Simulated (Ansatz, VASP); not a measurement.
**Pb: VASP and Ansatz over several settings**

```
Pb
1.0
     0.00000    2.52356    2.52356
     2.52356    0.00000    2.52356
     2.52356    2.52356    0.00000
Pb
1
Direct
  0.00000 0.00000 0.00000
```

Single points on this cell with VASP 6.6.1 and Ansatz 0.2.0. Each row is one pair of runs. Alike in all rows: spin: off; k mesh: 9 × 9 × 9; smearing: fermi-dirac, width 0.05 eV.

```csv
level,"VASP's potentials, cutoff","Ansatz's potentials, cutoff","gap on the k mesh at the Fermi level (eV), VASP","gap on the k mesh at the Fermi level (eV), Ansatz","pressure (GPa), VASP","pressure (GPa), Ansatz"
PBEsol+D4,"VASP PAW PBE potentials, release 64 (Pb_d), 520 eV","Ansatz PAW, 420 eV",none,none,-4.1,-4.1
RPBE+D3(BJ),"VASP PAW PBE potentials, release 64 (Pb_d), 520 eV","Ansatz PAW, 420 eV",none,none,-17.4,-17.3
revPBE+D4,"VASP PAW PBE potentials, release 64 (Pb_d), 520 eV","Ansatz PAW, 420 eV",none,none,-2.0,-2.0
BLYP,"VASP PAW PBE potentials, release 64 (Pb_d), 520 eV","Ansatz PAW, 420 eV",none,none,3.0,2.9
PBE+D4,"VASP PAW PBE potentials, release 64 (Pb_d), 520 eV","Ansatz PAW, 420 eV",none,none,-2.3,-2.3
r2SCAN+D4,"VASP PAW PBE potentials, release 64 (Pb_d), 520 eV","Ansatz PAW, 500 eV",none,none,-2.1,-2.0
LDA,"VASP PAW LDA potentials, release 64 (Pb_d), 520 eV","Ansatz PAW, 420 eV",none,none,-4.3,-4.3
PBE+D3(BJ),"VASP PAW PBE potentials, release 64 (Pb_d), 520 eV","Ansatz PAW, 420 eV",none,none,-2.3,-2.3
```

Pressure (GPa): the two programs differ by at most 0.09.

A gap of «none» marks a metal or a gap that the smearing closes.

Spin-orbit coupling is off throughout.
